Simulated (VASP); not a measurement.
# SrO (I4/mmm) in VASP: settings compared

The runs below take SrO through single point, with PBE, r2SCAN.

All numbers are computed with VASP 6.6.1; they aren't measurements. Logs are shortened: lines on timing, memory, paths and dates and some standing lists are left out, and cuts for length are marked.

## 1. The cell of the first run

Symmetry: I4/mmm, No. 139, tetragonal system. The conventional cell has a = 3.518 Å, b = 3.518 Å, c = 5.267 Å, α = 90.00°, β = 90.00°, γ = 90.00°. Within 3.3 Å of Sr (site symmetry 4/mmm) lie 6 O at 2.49 to 2.63 Å. Within 3.3 Å of O (site symmetry 4/mmm) lie 6 Sr at 2.49 to 2.63 Å.

## 2. Single point, PBE (epitaxial xy strain -3.6%)

INCAR

```
SYSTEM = SrO
PREC     = Accurate       ! precision mode
ENCUT    = 520            ! plane-wave cutoff, eV
EDIFF    = 1E-6           ! SCF threshold, eV
ISMEAR   = -1             ! smearing method
SIGMA    = 0.02           ! smearing width, eV
LREAL    = .FALSE.        ! projectors in reciprocal space
LASPH    = .TRUE.         ! aspherical terms in the spheres
NELM     = 80             ! most SCF steps
ALGO     = Normal         ! electronic algorithm
ISIF     = 2              ! what is computed and relaxed
LWAVE    = .FALSE.        ! write WAVECAR
LCHARG   = .FALSE.        ! write CHGCAR
GGA      = PE             ! functional
NBANDS   = 15             ! bands
```

KPOINTS

```
Automatic mesh
0
G
  8 8 8
  0 0 0
```

POSCAR

```
SrO
1.0
    0.0000000000      2.4877905466      2.6332878515
    2.4877905466      0.0000000000      2.6332878515
    2.4877905466      2.4877905466      0.0000000000
Sr O
1 1
Direct
    0.5000000000      0.5000000000      0.5000000000
    0.0000000000      0.0000000000      0.0000000000
```

Potentials or basis: VASP PAW PBE potentials, release 64 (Sr_sv, O).

On the command line:

```bash
$ cat potpaw_PBE.64/Sr_sv/POTCAR potpaw_PBE.64/O/POTCAR > POTCAR
$ mpirun -np 1 vasp_std > vasp.out
```

OUTCAR:

```text
SYSTEM = SrO
   PREC = Accurate
   ENCUT = 520
   EDIFF = 1E-6
   ISMEAR = -1
   LREAL = .FALSE.
   LASPH = .TRUE.
   NELM = 80
   ISIF = 2
   GGA = PE

 ion  position               nearest neighbor table
   1  0.500  0.500  0.500-   2 2.49   2 2.49   2 2.49   2 2.49   2 2.63   2 2.63
   2  0.000  0.000  0.000-   1 2.49   1 2.49   1 2.49   1 2.49   1 2.63   1 2.63

  LATTYP: Found a body centered tetragonal cell.
 ALAT       =     3.5182671313
 C/A-ratio  =     1.4969232029

  Lattice vectors:

 A1 = (  -2.4877905466,   0.0000000000,   2.6332878515)
 A2 = (   2.4877905466,   0.0000000000,   2.6332878515)
 A3 = (   0.0000000000,   2.4877905466,  -2.6332878515)

Analysis of symmetry for initial positions (statically):
=====================================================================
 Subroutine PRICEL returns:
 Original cell was already a primitive cell.

 Routine SETGRP: Setting up the symmetry group for a
 body centered tetragonal supercell.

 Subroutine GETGRP returns: Found 16 space group operations
 (whereof 16 operations were pure point group operations)
 out of a pool of 16 trial point group operations.

The static configuration has the point symmetry D_4h.

Analysis of symmetry for dynamics (positions and initial velocities):
=====================================================================
 Subroutine PRICEL returns:
 Original cell was already a primitive cell.

 Routine SETGRP: Setting up the symmetry group for a
 body centered tetragonal supercell.

 Subroutine GETGRP returns: Found 16 space group operations
 (whereof 16 operations were pure point group operations)
 out of a pool of 16 trial point group operations.

The dynamic configuration has the point symmetry D_4h.

 Subroutine INISYM returns: Found 16 space group operations
 (whereof 16 operations are pure point group operations),
 and found     1 'primitive' translations

----------------------------------------------------------------------------------------

                                     Primitive cell

  volume of cell :      32.5954

  direct lattice vectors                    reciprocal lattice vectors
     0.000000000  2.487790547  2.633287851    -0.200981550  0.200981550  0.189876697
     2.487790547  0.000000000  2.633287851     0.200981550 -0.200981550  0.189876697
     2.487790547  2.487790547  0.000000000     0.200981550  0.200981550 -0.189876697

  length of vectors
     3.622610483  3.622610483  3.518267131     0.341819144  0.341819144  0.341819144

  position of ions in fractional coordinates (direct lattice)
     0.500000000  0.500000000  0.500000000
     0.000000000  0.000000000  0.000000000

  ion indices of the primitive-cell ions
   primitive index   ion index
                 1           1
                 2           2

----------------------------------------------------------------------------------------

 KPOINTS: Automatic mesh

Automatic generation of k-mesh.
 Grid dimensions read from file:
 generate k-points for:    8    8    8

 Generating k-lattice:

  Cartesian coordinates                     Fractional coordinates (reciprocal lattice)
    -0.025122694  0.025122694  0.023734587     0.125000000  0.000000000  0.000000000
     0.025122694 -0.025122694  0.023734587     0.000000000  0.125000000  0.000000000
     0.025122694  0.025122694 -0.023734587     0.000000000  0.000000000  0.125000000

  Length of vectors
     0.042727393  0.042727393  0.042727393

  Shift w.r.t. Gamma in fractional coordinates (k-lattice)
     0.000000000  0.000000000  0.000000000

 Subroutine IBZKPT returns following result:
 ===========================================

 Found     59 irreducible k-points:

 Following reciprocal coordinates:
            Coordinates               Weight
  0.000000  0.000000  0.000000      1.000000
  0.125000  0.000000  0.000000      8.000000
  0.250000  0.000000  0.000000      8.000000
  0.375000 -0.000000  0.000000      8.000000
  0.500000  0.000000  0.000000      4.000000
  0.125000  0.125000  0.000000      2.000000
[... 16 lines left out ...]
  0.250000  0.000000  0.125000     16.000000
  0.375000 -0.000000  0.125000     16.000000
 [... further k-points ...]
   k-points           NKPTS =     59   k-points in BZ     NKDIM =     59   number of bands    NBANDS=     15
   number of dos      NEDOS =    301   number of ions     NIONS =      2
   total plane-waves  NPLWV =  21952
   dimension x,y,z NGX =    28 NGY =   28 NGZ =   28
   dimension x,y,z NGXF=    56 NGYF=   56 NGZF=   56
   ions per type =               1   1
   NGX,Y,Z   is equivalent  to a cutoff of  12.85, 12.85, 13.23 a.u.
   NGXF,Y,Z  is equivalent  to a cutoff of  25.70, 25.70, 26.46 a.u.
 SYSTEM =  SrO
   PREC   = accura    normal or accurate (medium, high low for compatibility)
   ISTART =      0    job   : 0-new  1-cont  2-samecut
   ICHARG =      2    charge: 1-file 2-atom 10-const
   ISPIN  =      1    spin polarized calculation?
   LNONCOLLINEAR =      F non collinear calculations
   LSORBIT =      F    spin-orbit coupling
   LASPH  =      T    aspherical Exc in radial PAW
   ENCUT  =  520.0 eV  38.22 Ry    6.18 a.u.   6.74  6.74  6.54*2*pi/ulx,y,z
   NELM   =     80;   NELMIN=  2; NELMDL= -5     # of ELM steps
   EDIFF  = 0.1E-05   stopping-criterion for ELM
   LREAL  =      F    real-space projection
   EDIFFG = 0.1E-04   stopping-criterion for IOM
   NSW    =      0    number of steps for IOM
   IBRION =     -1    ionic relax: 0-MD 1-quasi-New 2-CG
   NFREE  =      0    steps in history (QN), initial steepest desc. (CG)
   ISIF   =      2    stress and relaxation
   ISYM   =      2    0-nonsym 1-usesym 2-fastsym
   POTIM  = 0.5000    time-step for ionic-motion
   TEBEG  =    0.0;   TEEND  =   0.0 temperature during run
   PSTRESS=    0.0 pullay stress
   NELECT =      16.0000    total number of electrons
   NUPDOWN=      -1.0000    fix difference up-down
   EMIN   =  10.00;   EMAX   =-10.00  energy-range for DOS
   EFERMI =   0.00;   METHOD = LEGACY
   ISMEAR =    -1;   SIGMA  =   0.02  broadening in eV -4-tet -1-fermi 0-gaus
   EFERMI_NEDOS =   21; number of points for ismear=-14 and -15
   IALGO  =     38    algorithm
   IMIX   =      4    mixing-type and parameters
     AMIX     =   0.40;   BMIX     =  1.00
     AMIX_MAG =   1.60;   BMIX_MAG =  1.00
  volume/ion in A,a.u.               =      16.30       109.98
  Fermi-wavevector in a.u.,A,eV,Ry     =   1.291406  2.440404 22.690841  1.667730
  Thomas-Fermi vector in A             =   2.423178
   LORBIT       =      0    0 simple, 1 ext, 2 COOP (PROOUT), +10 PAW based schemes
   GGA     = PE    functional components
   LHFCALC =     F    Hartree Fock is set to
   AEXX    =    0.0000 exact exchange contribution
   IVDW    =     0    specifies the selected vdW correction
   LEPSILON=     F    determine dielectric tensor
   LRPA    =     F    only Hartree local field effects (RPA)
 non-spin polarized calculation
  energy-cutoff  :      520.00
  volume of cell :       32.60
 maximum number of plane-waves:       901
   NGX = 13   NGY = 13   NGZ = 13

 number of electron      15.9999997 magnetization

 Free energy of the ion-electron system (eV)
  ---------------------------------------------------
  ext. energy  EPLUGINS =         0.00000000
  ---------------------------------------------------
  free energy    TOTEN  =       -11.95486340 eV

  energy without entropy =      -11.95486340  energy(sigma->0) =      -11.95486340

 E-fermi :   2.3504     XC(G=0): -10.2202

 val. band max:        1.9444650618   @ k =   0.0000   0.0000   0.0000
 cond. band min:       5.0539616926   @ k =   0.5000   0.0000   0.5000
 fundamental gap:      3.1094966309
 Fermi energy:         2.3504038689

 k-point     1 :       0.0000    0.0000    0.0000
  band No.  band energies     occupation
      1     -30.3672      2.00000
      2     -13.2826      2.00000
      3     -11.9915      2.00000
      4     -11.9465      2.00000
      5     -11.9465      2.00000
      6       1.7306      2.00000
      7       1.9445      2.00000
      8       1.9445      2.00000
      9       6.0611      0.00000
     10       7.8837      0.00000
     11       8.3419      0.00000
     12       8.3419      0.00000
     13      10.1815      0.00000
     14      10.8318      0.00000
     15      14.8144      0.00000

 k-point     2 :       0.1250    0.0000    0.0000
  band No.  band energies     occupation
      1     -30.3431      2.00000
      2     -13.6583      2.00000
      3     -12.0063      2.00000
      4     -11.9514      2.00000
      5     -11.6324      2.00000
      6       1.3786      2.00000
      7       1.6288      2.00000
      8       1.7150      2.00000
      9       6.7603      0.00000
     10       7.9812      0.00000
     11       8.4338      0.00000
     12       8.6433      0.00000
     13      10.6163      0.00000
     14      11.2857      0.00000
     15      15.8569      0.00000

 k-point     3 :       0.2500    0.0000    0.0000
  band No.  band energies     occupation
      1     -30.2840      2.00000
      2     -14.2711      2.00000
      3     -12.0599      2.00000
      4     -11.9630      2.00000
      5     -11.1497      2.00000
      6       0.5492      2.00000
      7       1.1620      2.00000
      8       1.2220      2.00000
      9       7.9903      0.00000
     10       8.3161      0.00000
     11       9.2988      0.00000
     12       9.4687      0.00000
     13      11.6976      0.00000
     14      12.3997      0.00000
     15      17.9356      0.00000

 k-point     4 :       0.3750   -0.0000    0.0000
  band No.  band energies     occupation
      1     -30.2239      2.00000
      2     -14.7363      2.00000
      3     -12.1129      2.00000
      4     -11.9739      2.00000
      5     -10.8140      2.00000
      6      -0.1319      2.00000
      7       0.7764      2.00000
      8       0.7922      2.00000
      9       8.3419      0.00000
     10       9.8789      0.00000
     11      10.4264      0.00000
     12      10.5019      0.00000
     13      13.0122      0.00000
     14      13.7145      0.00000
     15      17.8303      0.00000
[... 307 lines left out ...]
 k-point    22 :       0.1250    0.0000    0.1250
  band No.  band energies     occupation
      1     -30.3331      2.00000
      2     -13.7500      2.00000
      3     -12.0472      2.00000
      4     -12.0259      2.00000
      5     -11.4640      2.00000
      6       1.0818      2.00000
      7       1.6403      2.00000
      8       1.8675      2.00000
      9       6.7409      0.00000
     10       7.5601      0.00000
     11       8.6450      0.00000
     12       9.0497      0.00000
     13      10.5685      0.00000
     14      11.7246      0.00000
     15      16.2443      0.00000

 k-point    23 :       0.2500    0.0000    0.1250
  band No.  band energies     occupation
      1     -30.2846      2.00000
      2     -14.1553      2.00000
      3     -12.1071      2.00000
      4     -12.0591      2.00000
      5     -11.1867      2.00000
      6       0.5340      2.00000
      7       1.3625      2.00000
      8       1.5835      2.00000
      9       7.2197      0.00000
     10       7.7318      0.00000
     11       9.5507      0.00000
     12       9.8439      0.00000
     13      11.2492      0.00000
     14      12.6668      0.00000
     15      18.0345      0.00000

 k-point    24 :       0.3750   -0.0000    0.1250
  band No.  band energies     occupation
      1     -30.2252      2.00000
      2     -14.5634      2.00000
      3     -12.1614      2.00000
      4     -12.0727      2.00000
      5     -10.9882      2.00000
      6       0.1497      2.00000
      7       0.9152      2.00000
      8       1.1348      2.00000
      9       7.5589      0.00000
     10       9.0595      0.00000
     11      10.5983      0.00000
     12      10.8166      0.00000
     13      12.5681      0.00000
     14      13.5962      0.00000
     15      18.1695      0.00000

 [... further k-points ...]
[... 5 lines left out ...]
  --------------------------------------------------------------------------------------
  -------------------------------------------------------------------------------------
  Total        2.4093898      2.4093898      0.4954327      0.0000000     -0.0000000     -0.0000000
  in kB      118.4299876    118.4299876     24.3522631      0.0000000     -0.0000000     -0.0000000
  external PRESSURE =      87.0707461 kB  Pullay stress =       0.0000000 kB

 VOLUME and BASIS-vectors are now :
 -----------------------------------------------------------------------------
  energy-cutoff  :      520.00
  volume of cell :       32.60
      direct lattice vectors                 reciprocal lattice vectors
     0.000000000  2.487790547  2.633287851    -0.200981550  0.200981550  0.189876697
     2.487790547  0.000000000  2.633287851     0.200981550 -0.200981550  0.189876697
     2.487790547  2.487790547  0.000000000     0.200981550  0.200981550 -0.189876697

 POSITION                                       TOTAL-FORCE (eV/Angst)
 -----------------------------------------------------------------------------------
      2.48779      2.48779      2.63329         0.000000      0.000000      0.000000
      0.00000      0.00000      0.00000        -0.000000     -0.000000      0.000000
 -----------------------------------------------------------------------------------
    total drift:                                0.000000      0.000000      0.000000

  FREE ENERGIE OF THE ION-ELECTRON SYSTEM (eV)
  ---------------------------------------------------
  free  energy   TOTEN  =       -11.9548633958 eV

  energy  without entropy=      -11.9548633958  energy(sigma->0) =      -11.95486340
```

It took 45 s on 1 thread of Intel Xeon 8259CL, shared host; peak memory 0.18 GiB.

What came out:

| Quantity | Value |
| --- | --- |
| Free energy | -11.9549 eV |
| Pressure | 8.7 GPa |
| Band gap on the k mesh | 3.11 eV, indirect (least direct gap 3.13 eV) |

Stress tensor (GPa, compression positive):
```
11.84  0.00  0.00
 0.00 11.84  0.00
 0.00  0.00  2.44
```

Levels at points of the mesh, in eV from the valence-band top:
```tsv
k point	band 4	band 5	band 6	band 7	band 8	band 9	band 10	band 11	band 12	band 13
(0.00, 0.00, 0.00)	-13.89	-13.89	-0.21	0.00	0.00	4.12	5.94	6.40	6.40	8.24
(0.50, 0.00, 0.00)	-13.92	-12.64	-2.33	-1.32	-1.31	6.65	8.69	9.00	9.08	11.89
(0.50, 0.50, 0.00)	-14.24	-14.24	-0.66	-0.05	-0.05	3.30	8.08	10.43	10.52	11.33
(0.50, 0.00, 0.50)	-14.41	-14.31	-0.30	-0.30	-0.03	3.11	8.00	10.44	10.72	10.96
```

Caveat: the cell differs from its parent crystal (epitaxial xy strain -3.6%).

## 3. Single point, PBE (uniaxial y strain +5.0%)

INCAR

```
PREC = Accurate ; ENCUT = 520
EDIFF = 1E-7 ; ISMEAR = -1
SIGMA = 0.02 ; LREAL = False
LASPH = True ; NELM = 80
ALGO = Normal ; ISIF = 2
LWAVE = False ; LCHARG = True
GGA = PE ; LELF = True
LVHAR = True ; NBANDS = 15
```

KPOINTS

```
Automatic mesh
0
Gamma
  8 8 8
```

POSCAR

```
SrO
1.0
    0.0000000000      2.7091453417      2.5798927166
    2.5798927166      0.0000000000      2.5798927166
    2.5798927166      2.7091453417      0.0000000000
Sr O
1 1
Direct
    0.5000000000      0.5000000000      0.5000000000
    0.0000000000      0.0000000000      0.0000000000
```

Potentials or basis: VASP PAW PBE potentials, release 64 (Sr_sv, O).

On the command line:

```bash
$ cat potpaw_PBE.64/Sr_sv/POTCAR potpaw_PBE.64/O/POTCAR > POTCAR
$ mpirun -np 1 vasp_std > vasp.out
```

It took 62 s on 1 thread of Intel Xeon 8259CL, shared host; peak memory 0.18 GiB.

Results (log left out):

| Property | Result |
| --- | --- |
| Free energy | -12.0340 eV |
| Pressure | -1.4 GPa |
| Band gap on the k mesh | 3.20 eV, indirect (least direct gap 3.32 eV) |

Stress tensor (GPa, compression positive):
```
 0.11  0.00  0.00
 0.00 -4.42  0.00
 0.00  0.00  0.11
```

Levels at points of the mesh, in eV from the valence-band top:
```tsv
k point	band 6	band 7	band 8	band 9	band 10	band 11
(0.00, 0.00, 0.00)	-0.13	0.00	0.00	3.48	5.81	6.16
(0.50, 0.00, 0.00)	-2.11	-1.09	-1.08	6.24	7.92	8.44
(0.50, 0.50, 0.00)	-0.48	-0.27	-0.11	3.20	7.30	9.76
(0.50, 0.00, 0.50)	-0.73	-0.11	-0.11	3.36	7.33	9.65
```

Caveat: the cell differs from its parent crystal (uniaxial y strain +5.0%).

(Continued in part 2 of 2.)
